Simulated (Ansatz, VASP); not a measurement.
**LiF: VASP beside Ansatz**

Contents of INCAR:

```
SYSTEM = LiF
ALGO     = Normal         ! electronic algorithm
EDIFF    = 1E-6           ! SCF threshold, eV
ENCUT    = 520            ! plane-wave cutoff, eV
ISIF     = 2              ! what is computed and relaxed
ISMEAR   = -1             ! smearing method
LASPH    = .True.         ! aspherical terms in the spheres
LCHARG   = .True.         ! write CHGCAR
LELF     = .True.         ! ELF
LREAL    = .False.        ! projectors in reciprocal space
LVHAR    = .True.       
LWAVE    = .False.        ! write WAVECAR
NBANDS   = 12             ! bands
NELM     = 100            ! most SCF steps
PREC     = Accurate       ! precision mode
SIGMA    = 0.03           ! smearing width, eV
```

Contents of KPOINTS:

```
k-points
0
Gamma
  10 10 10
  0 0 0
```

POSCAR

```
LiF
1.0
    0.0000000000      2.0535002244      2.0535002244
    2.0535002244      0.0000000000      2.0535002244
    2.0535002244      2.0535002244      0.0000000000
Li F
1 1
Direct
    0.0000000000      0.0000000000      0.0000000000
    0.5000000000      0.5000000000      0.5000000000
```

Input for Ansatz:

```yaml
crystal:
  lattice:
    - [0.0, 2.0535002244, 2.0535002244]
    - [2.0535002244, 0.0, 2.0535002244]
    - [2.0535002244, 2.0535002244, 0.0]
  atoms:
    - { symbol: Li, position: [0.0, 0.0, 0.0] }
    - { symbol: F, position: [0.5, 0.5, 0.5] }
kpoints:
  mp_grid: { grid: [10, 10, 10] }
  band_path:
    path:
      - [0.0, 0.0, 0.0]
      - [0.5, 0.0, 0.5]
      - [0.625, 0.25, 0.625]
      - [0.375, 0.375, 0.75]
      - [0.0, 0.0, 0.0]
      - [0.5, 0.5, 0.5]
      - [0.5, 0.25, 0.75]
      - [0.5, 0.0, 0.5]
    npoints: 5
scf:
  occupations: { method: fermi_dirac, width: 0.03 }
hamiltonian:
  xc: lda
  pseudopotentials: { kind: all_electron, lapw: { basis_error: 0.00025 } }
output:
  forces: true
  stress: true
  eigenvalues: true
```

Change from the starting cell: volume scaled by 1.06.

Alike in both runs: task single point; functional LDA; k mesh 10 × 10 × 10; occupations fermi-dirac, width 0.03 eV; no spin polarisation.

|  | VASP | Ansatz |
| --- | --- | --- |
| version | VASP 6.6.1 | Ansatz 0.2.0 |
| potentials or method | VASP PAW LDA potentials, release 64 (Li_sv, F), cutoff 520 eV | all-electron LAPW, scalar-relativistic |

|  | VASP | Ansatz | Ansatz less VASP |
| --- | --- | --- | --- |
| gap on the k mesh at the Fermi level (eV) | 8.33 | 8.32 | -0.011 |

LDA's correlation is that of Perdew and Zunger in VASP and of Perdew and Wang (1992) in Ansatz. Ansatz ran all-electron here, and VASP with PAW potentials.

Noted on VASP's run: the cutoff is short for stress, so the pressure is rough.
